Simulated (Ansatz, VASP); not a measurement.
MnZn: VASP beside Ansatz

The input INCAR:

```
SYSTEM = MnZn
PREC = Accurate ; ENCUT = 520
EDIFF = 1E-6 ; ISMEAR = -1
SIGMA = 0.15 ; LREAL = .FALSE.
LASPH = .TRUE. ; NELM = 150
ALGO = Normal ; ISIF = 2
LWAVE = .FALSE. ; LCHARG = .FALSE.
ISPIN = 2 ; MAGMOM = 2.8 0
LORBIT = 11 ; LMAXMIX = 4
NBANDS = 24
```

Contents of KPOINTS:

```
regular mesh
0
G
  9 9 9
  0 0 0
```

The input POSCAR:

```
MnZn
1.0
    3.1103993697      0.0000000000      0.0000000000
    0.0000000000      3.1103993697      0.0000000000
    0.0000000000      0.0000000000      3.1103993697
Mn Zn
1 1
Direct
    0.0000000000      0.0000000000      0.0000000000
    0.5000000000      0.5000000000      0.5000000000
```

Input for Ansatz:

```yaml
crystal:
  lattice:
    - [3.110399369727944, 0.0, 0.0]
    - [0.0, 3.110399369727944, 0.0]
    - [0.0, 0.0, 3.110399369727944]
  atoms:
    - { symbol: Mn, position: [0.0, 0.0, 0.0], spin: 2.8 }
    - { symbol: Zn, position: [0.5, 0.5, 0.5] }
kpoints:
  mp_grid:
    grid: [9, 9, 9]
hamiltonian:
  xc: lda
  pseudopotentials:
    kind: all_electron
    lapw: {}
magnetization:
  spin_polarized: true
scf:
  occupations:
    method: fermi_dirac
    width: 0.15
```

Alike in both runs: task single point; functional LDA; k mesh 9 × 9 × 9; occupations fermi-dirac, width 0.15 eV; collinear spin.

```csv
,VASP,Ansatz
version,VASP 6.6.1,Ansatz 0.2.0
potentials or method,"VASP PAW LDA potentials, release 64 (Mn_pv, Zn), cutoff 520 eV",all-electron (LAPW or listed datasets)
```

```tsv
	VASP	Ansatz	Ansatz less VASP
net moment per atom (μB)	1.58	1.64	+0.057
size of the moment on the site where the two differ most (μB)	3.13	3.31	+0.182
```

LDA's correlation is that of Perdew and Zunger in VASP and of Perdew and Wang (1992) in Ansatz. Site moments also hang on the region over which each program counts them. Ansatz ran all-electron here, and VASP with PAW potentials.
